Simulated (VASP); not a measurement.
## ZrB: single point with PBE

ZrB:

```
Zr B
1.0
     0.00000    2.32500    2.32500
     2.32500    0.00000    2.32500
     2.32500    2.32500    0.00000
Zr B
1 1
Direct
  0.01344 0.98656 0.01344
  0.50000 0.50000 0.50000
```

This cell differs from its parent crystal: all Zr atoms moved +0.062 Å, as atom 1 along Cartesian [0 1 0].

```yaml
Program: VASP 6.6.1
Task: single point
Functional: PBE
Potentials_or_basis: VASP PAW PBE potentials, release 64 (Zr_sv, B)
Cutoff: 520 eV
k_mesh: 18 × 18 × 18
Occupations: gaussian, width 0.15 eV
Spin: no spin polarisation
```

| Item | Value |
| --- | --- |
| Pressure | 35.2 GPa |
| Largest force | 0.646 eV/Å |

Forces on the atoms (eV/Å):
```
Zr   0.000 -0.646  0.000
B    0.000  0.646  0.000
```

Stress tensor (GPa, compression positive):
```
34.84  0.00  0.00
 0.00 35.97  0.00
 0.00  0.00 34.84
```

Levels at points of the mesh, in eV from the Fermi level:
| k point | band 6 | band 7 | band 8 | band 9 | band 10 | band 11 |
| --- | --- | --- | --- | --- | --- | --- |
| (0.00, 0.00, 0.00) | 1.86 | 1.86 | 1.93 | 3.26 | 3.71 | 3.90 |
| (0.50, 0.00, 0.00) | -3.60 | -1.41 | -1.40 | 5.77 | 5.78 | 7.37 |
| (0.50, 0.50, 0.00) | -1.16 | -0.30 | 2.53 | 2.60 | 5.51 | 6.93 |
| (0.50, 0.00, 0.50) | -1.12 | -0.28 | 2.55 | 2.55 | 5.48 | 6.93 |

Wall time 54 s on 1 thread of Intel(R) Xeon(R) Platinum 8375C CPU @ 2.90GHz (Ice Lake), on a shared host, peak memory 0.28 GiB.

Caveat: the cell differs from its parent crystal (all Zr atoms moved +0.062 Å, as atom 1 along Cartesian [0 1 0]).
